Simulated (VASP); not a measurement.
# CaMn2Bi2 (P-3m1) in VASP: single point with LDA

Aim: the single point of CaMn2Bi2 with LDA.

All numbers are computed with VASP 6.6.1; they aren't measurements. Logs are shortened: lines on timing, memory, paths and dates and some standing lists are left out, and cuts for length are marked.

## Step 1: The cell of the first run

It takes space group P-3m1 (No. 164, trigonal). The conventional cell has a = 4.626 Å, b = 4.626 Å, c = 7.729 Å, α = 90.00°, β = 90.00°, γ = 120.00°. Within 4.3 Å of Ca (site symmetry -3m) lie 6 Bi at 3.29 Å and 6 Mn at 3.97 Å. Mn (site symmetry 3m) has 4 Bi at 2.85 to 2.87 Å and 3 Mn at 3.26 Å within 3.8 Å. Bi (site symmetry 3m) has 4 Mn at 2.86 to 2.87 Å and 3 Ca at 3.29 Å within 3.8 Å.

## Step 2: Single point, LDA

File INCAR:

```
SYSTEM = CaMn2Bi2
ALGO     = Normal         ! electronic algorithm
EDIFF    = 1E-6           ! SCF threshold, eV
ENCUT    = 500            ! plane-wave cutoff, eV
GGA      = CA             ! functional
GGA_COMPAT= .FALSE.      
ISIF     = 2              ! what is computed and relaxed
ISMEAR   = -1             ! smearing method
LASPH    = .TRUE.         ! aspherical terms in the spheres
LCHARG   = .FALSE.        ! write CHGCAR
LREAL    = .FALSE.        ! projectors in reciprocal space
LWAVE    = .FALSE.        ! write WAVECAR
NBANDS   = 41             ! bands
NELM     = 120            ! most SCF steps
PREC     = Accurate       ! precision mode
SIGMA    = 0.1            ! smearing width, eV
```

File KPOINTS:

```
k-points
0
G
  8 8 4
  0 0 0
```

File POSCAR:

```
CaMn2Bi2
1.0
    4.6263800000      0.0000000000      0.0000000000
   -2.3131900000      4.0065600000      0.0000000000
    0.0000000000      0.0000000000      7.7287900000
Ca Mn Bi
1 2 2
Direct
    0.0000000000      0.0000000000      0.0000000000
    0.6666666667      0.3333333333      0.6207400000
    0.3333333333      0.6666666667      0.3792700000
    0.6666666667      0.3333333333      0.2488100000
    0.3333333333      0.6666666667      0.7511900000
```

Potentials or basis: VASP PAW LDA potentials, release 64 (Ca_sv, Mn_pv, Bi_d).

Launch:

```sh
> cat potpaw_LDA.64/Ca_sv/POTCAR potpaw_LDA.64/Mn_pv/POTCAR potpaw_LDA.64/Bi_d/POTCAR > POTCAR
> mpirun -np 1 vasp_std > vasp.out
```

OUTCAR:

```text
SYSTEM = CaMn2Bi2
   EDIFF = 1E-6
   ENCUT = 500
   GGA = CA
   ISIF = 2
   ISMEAR = -1
   LASPH = .TRUE.
   LREAL = .FALSE.
   NELM = 120
   PREC = Accurate

 ion  position               nearest neighbor table
   1  0.000  0.000  0.000-   5 3.29   4 3.29   5 3.29   4 3.29   4 3.29   5 3.29
   2  0.667  0.333  0.621-   5 2.85   5 2.85   5 2.85   4 2.87
   3  0.333  0.667  0.379-   4 2.86   4 2.86   4 2.86   5 2.87
   4  0.667  0.333  0.249-   3 2.86   3 2.86   3 2.86   2 2.87   1 3.29   1 3.29   1 3.29
   5  0.333  0.667  0.751-   2 2.85   2 2.85   2 2.85   3 2.87   1 3.29   1 3.29   1 3.29

  LATTYP: Found a hexagonal cell.
 ALAT       =     4.6263800000
 C/A-ratio  =     1.6705912614

  Lattice vectors:

 A1 = (   4.6263800000,   0.0000000000,   0.0000000000)
 A2 = (  -2.3131900000,   4.0065600000,   0.0000000000)
 A3 = (   0.0000000000,   0.0000000000,   7.7287900000)

Analysis of symmetry for initial positions (statically):
=====================================================================
 Subroutine PRICEL returns:
 Original cell was already a primitive cell.

 Routine SETGRP: Setting up the symmetry group for a
 hexagonal supercell.

 Subroutine GETGRP returns: Found  6 space group operations
 (whereof  6 operations were pure point group operations)
 out of a pool of 24 trial point group operations.

The static configuration has the point symmetry C_3v.

Analysis of symmetry for dynamics (positions and initial velocities):
=====================================================================
 Subroutine PRICEL returns:
 Original cell was already a primitive cell.

 Routine SETGRP: Setting up the symmetry group for a
 hexagonal supercell.

 Subroutine GETGRP returns: Found  6 space group operations
 (whereof  6 operations were pure point group operations)
 out of a pool of 24 trial point group operations.

The dynamic configuration has the point symmetry C_3v.

 Subroutine INISYM returns: Found  6 space group operations
 (whereof  6 operations are pure point group operations),
 and found     1 'primitive' translations

----------------------------------------------------------------------------------------

                                     Primitive cell

  volume of cell :     143.2598

  direct lattice vectors                    reciprocal lattice vectors
     4.626380000  0.000000000  0.000000000     0.216151721  0.124795336  0.000000000
[... 88 lines left out ...]
   LSORBIT =      F    spin-orbit coupling
   LASPH  =      T    aspherical Exc in radial PAW
   ENCUT  =  500.0 eV  36.75 Ry    6.06 a.u.   8.43  8.43 14.09*2*pi/ulx,y,z
   NELM   =    120;   NELMIN=  2; NELMDL= -5     # of ELM steps
   EDIFF  = 0.1E-05   stopping-criterion for ELM
   LREAL  =      F    real-space projection
   EDIFFG = 0.1E-04   stopping-criterion for IOM
   NSW    =      0    number of steps for IOM
   IBRION =     -1    ionic relax: 0-MD 1-quasi-New 2-CG
   NFREE  =      0    steps in history (QN), initial steepest desc. (CG)
   ISIF   =      2    stress and relaxation
   ISYM   =      2    0-nonsym 1-usesym 2-fastsym
   POTIM  = 0.5000    time-step for ionic-motion
   TEBEG  =    0.0;   TEEND  =   0.0 temperature during run
   PSTRESS=    0.0 pullay stress
   NELECT =      66.0000    total number of electrons
   NUPDOWN=      -1.0000    fix difference up-down
   EMIN   =  10.00;   EMAX   =-10.00  energy-range for DOS
   EFERMI =   0.00;   METHOD = LEGACY
   ISMEAR =    -1;   SIGMA  =   0.10  broadening in eV -4-tet -1-fermi 0-gaus
   EFERMI_NEDOS =   21; number of points for ismear=-14 and -15
   IALGO  =     38    algorithm
   IMIX   =      4    mixing-type and parameters
     AMIX     =   0.40;   BMIX     =  1.00
     AMIX_MAG =   1.60;   BMIX_MAG =  1.00
  volume/ion in A,a.u.               =      28.65       193.35
  Fermi-wavevector in a.u.,A,eV,Ry     =   1.264391  2.389352 21.751417  1.598684
  Thomas-Fermi vector in A             =   2.397698
   LORBIT       =      0    0 simple, 1 ext, 2 COOP (PROOUT), +10 PAW based schemes
   GGA     = CA    functional components
   LHFCALC =     F    Hartree Fock is set to
   AEXX    =    0.0000 exact exchange contribution
   IVDW    =     0    specifies the selected vdW correction
   LEPSILON=     F    determine dielectric tensor
   LRPA    =     F    only Hartree local field effects (RPA)
 non-spin polarized calculation
  energy-cutoff  :      500.00
  volume of cell :      143.26
 maximum number of plane-waves:      3695
 NGX is ok and might be reduce to    36
   NGX = 17   NGY = 17   NGZ = 29

 number of electron      66.0000024 magnetization

 Free energy of the ion-electron system (eV)
  ---------------------------------------------------
  ext. energy  EPLUGINS =         0.00000000
  ---------------------------------------------------
  free energy    TOTEN  =       -27.57924289 eV

  energy without entropy =      -27.13836979  energy(sigma->0) =      -27.35880634

 E-fermi :   4.5195     XC(G=0):  -9.7842

 val. band max:        4.5141241652   @ k =   0.1250   0.1250   0.0000
 cond. band min:       4.5258142760   @ k =   0.1250   0.0000   0.2500
 fundamental gap:      0.0116901108
 Fermi energy:         4.5194569396

 k-point     1 :       0.0000    0.0000    0.0000
  band No.  band energies     occupation
      1     -42.6494      2.00000
      2     -42.6494      2.00000
      3     -42.6402      2.00000
      4     -42.6402      2.00000
      5     -42.5464      2.00000
      6     -42.5377      2.00000
[... 1045 lines left out ...]
     40       7.4738      0.00000
     41       7.7539      0.00000

 [... further k-points ...]
[... 5 lines left out ...]
  --------------------------------------------------------------------------------------
  -------------------------------------------------------------------------------------
  Total      -11.3424514    -11.3424366    -12.3029323     -0.0000000     -0.0000000      0.0000000
  in kB     -126.8507525   -126.8505874   -137.5924988     -0.0000000     -0.0000000      0.0000000
  external PRESSURE =    -130.4312796 kB  Pullay stress =       0.0000000 kB

 VOLUME and BASIS-vectors are now :
 -----------------------------------------------------------------------------
  energy-cutoff  :      500.00
  volume of cell :      143.26
      direct lattice vectors                 reciprocal lattice vectors
     4.626380000  0.000000000  0.000000000     0.216151721  0.124795336  0.000000000
    -2.313190000  4.006560000  0.000000000     0.000000000  0.249590671  0.000000000
     0.000000000  0.000000000  7.728790000     0.000000000  0.000000000  0.129386359

 POSITION                                       TOTAL-FORCE (eV/Angst)
 -----------------------------------------------------------------------------------
      0.00000      0.00000      0.00000        -0.000000     -0.000000     -0.000019
      2.31319      1.33552      4.79757         0.000000     -0.000000     -0.791008
     -0.00000      2.67104      2.93130         0.000000      0.000000      0.790842
      2.31319      1.33552      1.92300        -0.000000     -0.000000      1.762929
     -0.00000      2.67104      5.80579        -0.000000     -0.000000     -1.762743
 -----------------------------------------------------------------------------------
    total drift:                               -0.000000      0.000000     -0.000143

  FREE ENERGIE OF THE ION-ELECTRON SYSTEM (eV)
  ---------------------------------------------------
  free  energy   TOTEN  =       -27.5792428943 eV

  energy  without entropy=      -27.1383697920  energy(sigma->0) =      -27.35880634
```

OSZICAR:

```text
N       E                     dE             d eps       ncg     rms          rms(c)
DAV:   1     0.785913475422E+03    0.78591E+03   -0.35056E+04  2886   0.182E+03
DAV:   2     0.419896600329E+02   -0.74392E+03   -0.72770E+03  2927   0.540E+02
DAV:   3    -0.267270211341E+02   -0.68717E+02   -0.66151E+02  3481   0.179E+02
DAV:   4    -0.304934493345E+02   -0.37664E+01   -0.36853E+01  4347   0.397E+01
DAV:   5    -0.307424817214E+02   -0.24903E+00   -0.24823E+00  4675   0.781E+00    0.171E+01
DAV:   6    -0.520473324185E+02   -0.21305E+02   -0.11014E+02  3552   0.566E+01    0.575E+01
DAV:   7    -0.274490491707E+02    0.24598E+02   -0.52399E+01  3290   0.438E+01    0.366E+00
DAV:   8    -0.276393726904E+02   -0.19032E+00   -0.32214E+00  3482   0.691E+00    0.251E+00
DAV:   9    -0.276158115195E+02    0.23561E-01   -0.64338E-01  4763   0.571E+00    0.445E+00
DAV:  10    -0.276708585170E+02   -0.55047E-01   -0.74570E-01  3721   0.346E+00    0.701E+00
DAV:  11    -0.275807926783E+02    0.90066E-01   -0.26812E-01  3787   0.204E+00    0.491E-01
DAV:  12    -0.275795406361E+02    0.12520E-02   -0.75481E-03  4223   0.732E-01    0.323E-01
DAV:  13    -0.275792543125E+02    0.28632E-03   -0.15689E-03  4276   0.341E-01    0.150E-01
DAV:  14    -0.275792459830E+02    0.83295E-05   -0.17843E-04  4488   0.878E-02    0.599E-02
DAV:  15    -0.275792435415E+02    0.24415E-05   -0.21577E-05  3956   0.282E-02    0.243E-02
DAV:  16    -0.275792428943E+02    0.64727E-06   -0.51504E-06  3452   0.175E-02
   1 F= -.27579243E+02 E0= -.27358806E+02  d E =-.440873E+00
```

Run time: 6.6 min. Hardware: 1 thread of Intel Xeon 8259CL, shared host; peak memory 0.33 GiB.

What came out:

| Quantity | Value |
| --- | --- |
| Free energy | -27.5792 eV |
| Pressure | -13.0 GPa |
| Largest force | 1.763 eV/Å |
| Band gap on the k mesh | zero (band 33 reaches 4.60 eV, above the bottom of band 34 at 4.44 eV) |

Forces in eV/Å, atoms in the order of the input:
```
Ca   0.000  0.000  0.000
Mn   0.000  0.000 -0.791
Mn   0.000  0.000  0.791
Bi   0.000  0.000  1.763
Bi   0.000  0.000 -1.763
```

Stress tensor (GPa, compression positive):
```
-12.69   0.00   0.00
  0.00 -12.69   0.00
  0.00   0.00 -13.76
```

Caveat: spin-orbit coupling is left out, which moves the levels of the heavy elements; forces of over 1 eV/Å act on the atoms, so gaps and moduli don't describe the material at rest. Spin polarisation is off, so any magnetic state and its effect on volume and gap are missing.
